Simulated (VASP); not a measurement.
Wanted: the native input for a VASP 6.6.1 run.

```
Task                   : single point
Functional             : PBE
Potentials or basis    : VASP PAW PBE potentials, release 64 (La)
Cutoff                 : 520 eV
k mesh                 : 13 × 13 × 13
Occupations            : fermi-dirac, width 0.05 eV
Spin                   : no spin polarisation
Dipole correction      : no
Further INCAR settings : ALGO = Normal; EDIFF = 1e-07; NBANDS = 12
```

The structure of La lies in POSCAR:

```
La
1.0
   -2.1127413685      2.1127413685      2.1127413685
    2.1127413685     -2.1127413685      2.1127413685
    2.1127413685      2.1127413685     -2.1127413685
La
1
Direct
    0.0000000000      0.0000000000      0.0000000000
```

One way to write it, as run:

INCAR

```
PREC = Accurate
ENCUT = 520
EDIFF = 1E-7
ISMEAR = -1
SIGMA = 0.05
LREAL = F
LASPH = T
NELM = 80
ALGO = Normal
ISIF = 2
LWAVE = F
LCHARG = F
GGA = PE
NBANDS = 12
```

KPOINTS

```
Automatic mesh
0
Gamma
  13 13 13
```

Potentials or basis: VASP PAW PBE potentials, release 64 (La).

Run with:

```sh
$ cat potpaw_PBE.64/La/POTCAR > POTCAR
$ mpirun -np 1 vasp_std > vasp.out
```

Results of the run:

```json
{
  "Pressure": "0.0 GPa"
}
```

It took 35 s on 1 thread of Intel(R) Xeon(R) 6975P-C (Granite Rapids) (shared host), peak memory 0.19 GiB.
